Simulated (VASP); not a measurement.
Wanted: the native input for a VASP 6.6.1 run.

| Quantity | Value |
| --- | --- |
| Task | single point |
| Functional | PBEsol |
| Potentials or basis | VASP PAW PBE potentials, release 64 (Ge_d) |
| Cutoff | 520 eV |
| k mesh | 7 × 7 × 4 |
| Occupations | fermi-dirac, width 0.1 eV |
| Spin | no spin polarisation |
| Dipole correction | no |
| Further INCAR settings | ALGO = Normal; EDIFF = 1e-07; NBANDS = 36 |

The structure of Ge lies in POSCAR:

```
Ge
1.0
    4.0328088369      0.0000000000      0.0000000000
   -2.0164044185      3.4925148713      0.0000000000
    0.0000000000      0.0000000000      6.6575252957
Ge
4
Direct
    0.6666666667      0.3333333333      0.0629010000
    0.3333333333      0.6666666667      0.5629010000
    0.6666666667      0.3333333333      0.4370990000
    0.3333333333      0.6666666667      0.9370990000
```

The input as run:

INCAR

```
  PREC = Accurate
  ENCUT = 520
  EDIFF = 1E-7
  ISMEAR = -1
  SIGMA = 0.1
  LREAL = False
  LASPH = True
  NELM = 60
  ALGO = Normal
  ISIF = 2
  LWAVE = False
  LCHARG = True
  GGA = PS
  LELF = True
  LVHAR = True
  NBANDS = 36
```

KPOINTS

```
Automatic mesh
0
Gamma
  7 7 4
```

Potentials or basis: VASP PAW PBE potentials, release 64 (Ge_d).

Run with:

```sh
$ cat potpaw_PBE.64/Ge_d/POTCAR > POTCAR
$ mpirun -np 1 vasp_std > vasp.out
```

It gave:

```yaml
Pressure: -1.7 GPa
Largest_force: 0.007 eV/Å
Band_gap_on_the_k_mesh: 0.15 eV, indirect (least direct gap 0.23 eV)
```

Caveat: the PAW data sets were made with another functional, which shifts forces and pressure a little.

Wall time 32 s on 1 thread of Intel(R) Xeon(R) 6975P-C (Granite Rapids), with other jobs on the host, peak memory 0.22 GiB.
